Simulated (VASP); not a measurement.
# Zr: single point with r2SCAN+rVV10

Zr:

```
Zr
1.0
    -1.78234    1.78234    1.78234
     1.78234   -1.78234    1.78234
     1.78234    1.78234   -1.78234
Zr
1
Direct
  0.00000 0.00000 0.00000
```

```yaml
Program: VASP 6.6.1
Task: single point
Functional: r2SCAN
Dispersion: rVV10
Potentials_or_basis: VASP PAW PBE potentials, release 64 (Zr_sv)
Cutoff: 550 eV
k_mesh: 10 × 10 × 10
Occupations: fermi-dirac, width 0.05 eV
Spin: no spin polarisation
Dipole_correction: no
Further_INCAR_settings: ALGO = Normal; EDIFF = 1e-06; NBANDS = 12
```

```json
{
  "Pressure": "0.2 GPa",
  "Band gap on the k mesh": "zero (band 6 reaches 10.36 eV, above the bottom of band 7 at 8.30 eV)"
}
```

Levels at points of the mesh, in eV from the Fermi level:
| k point | band 4 | band 5 | band 6 | band 7 | band 8 | band 9 |
| --- | --- | --- | --- | --- | --- | --- |
| (0.00, 0.00, 0.00) | -26.92 | -5.82 | 1.28 | 1.28 | 1.28 | 3.89 |
| (0.50, 0.00, 0.00) | -26.93 | -3.06 | -0.71 | 1.55 | 3.93 | 4.63 |
| (0.50, 0.50, 0.50) | -27.67 | -2.89 | -2.89 | 6.06 | 6.06 | 6.06 |

Wall time 83 s on 1 thread of Intel Xeon 8259CL, on a shared host, peak memory 0.22 GiB.

Caveat: the PAW data sets were made with another functional, which shifts forces and pressure a little.
